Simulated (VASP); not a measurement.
A run of VASP 6.6.1 is set up as follows.

Contents of INCAR:

```
SYSTEM = Zr
PREC     = Accurate       ! precision mode
ENCUT    = 520            ! plane-wave cutoff, eV
EDIFF    = 1E-7           ! SCF threshold, eV
ISMEAR   = -1             ! smearing method
SIGMA    = 0.08           ! smearing width, eV
LREAL    = .False.        ! projectors in reciprocal space
LASPH    = .True.         ! aspherical terms in the spheres
NELM     = 100            ! most SCF steps
ALGO     = Normal         ! electronic algorithm
ISIF     = 2              ! what is computed and relaxed
LWAVE    = .False.        ! write WAVECAR
LCHARG   = .False.        ! write CHGCAR
GGA      = PS             ! functional
NBANDS   = 12             ! bands
```

The input KPOINTS:

```
Automatic mesh
0
Gamma
  14 14 14
  0 0 0
```

The input POSCAR:

```
Zr
1.0
   -1.8454992086      1.8454992086      1.8454992086
    1.8454992086     -1.8454992086      1.8454992086
    1.8454992086      1.8454992086     -1.8454992086
Zr
1
Direct
    0.0000000000      0.0000000000      0.0000000000
```

Potentials or basis: VASP PAW PBE potentials, release 64 (Zr_sv).

The run is started by

```console
$ cat potpaw_PBE.64/Zr_sv/POTCAR > POTCAR
$ mpirun -np 1 vasp_std > vasp.out
```

Question: Estimate the pressure.

Answer: -10.3 GPa.

Question: Predict the band gap on the k mesh.

Answer: Zero (band 6 reaches 8.83 eV, above the bottom of band 7 at 7.18 eV).

Caveat: the PAW data sets were made with another functional, which shifts forces and pressure a little.
